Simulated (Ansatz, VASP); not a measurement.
**Two plane-wave programs on K**

INCAR

```
SYSTEM = K
ALGO = Fast
EDIFF = 1E-6
ENCUT = 520
GGA = PE
ISIF = 2
ISMEAR = 0
LASPH = .TRUE.
LCHARG = .TRUE.
LELF = .TRUE.
LREAL = .FALSE.
LVHAR = .TRUE.
LWAVE = .FALSE.
NBANDS = 10
NELM = 100
PREC = Accurate
SIGMA = 0.15
```

Contents of KPOINTS:

```
k-points
0
G
  14 14 14
  0 0 0
```

POSCAR

```
K
1.0
   -3.8482188601      2.7487277572      2.7487277572
    2.7487277572     -3.8482188601      2.7487277572
    2.7487277572      2.7487277572     -3.8482188601
K
1
Direct
    0.0000000000      0.0000000000      0.0000000000
```

Input for Ansatz:

```yaml
crystal:
  lattice:
    - [-3.8482188601, 2.7487277572, 2.7487277572]
    - [2.7487277572, -3.8482188601, 2.7487277572]
    - [2.7487277572, 2.7487277572, -3.8482188601]
  atoms:
    - { symbol: K, position: [0.0, 0.0, 0.0] }
basis:
  ecutwfc: 420
kpoints:
  mp_grid: { grid: [14, 14, 14] }
hamiltonian:
  xc: pbe
scf:
  occupations: { method: gaussian, width: 0.15 }
output:
  forces: true
  stress: true
  eigenvalues: true
```

Alike in both runs: task single point; functional PBE; k mesh 14 × 14 × 14; occupations gaussian, width 0.15 eV; no spin polarisation.

|  | VASP | Ansatz |
| --- | --- | --- |
| version | VASP 6.6.1 | Ansatz 0.2.0 |
| potentials or method | VASP PAW PBE potentials, release 64 (K_sv), cutoff 520 eV | scalar-relativistic, plane waves, PAW |
| valence electrons in the cell | 9 | 9 |

```tsv
	VASP	Ansatz	Ansatz less VASP
gap on the k mesh at the Fermi level (eV)	none	none	-
pressure (GPa)	1.7	1.6	-0.05
traceless stress, the component that is largest in VASP (GPa)	3.27	3.24	-0.025
```

A gap of «none» marks a metal or a gap that the smearing closes.
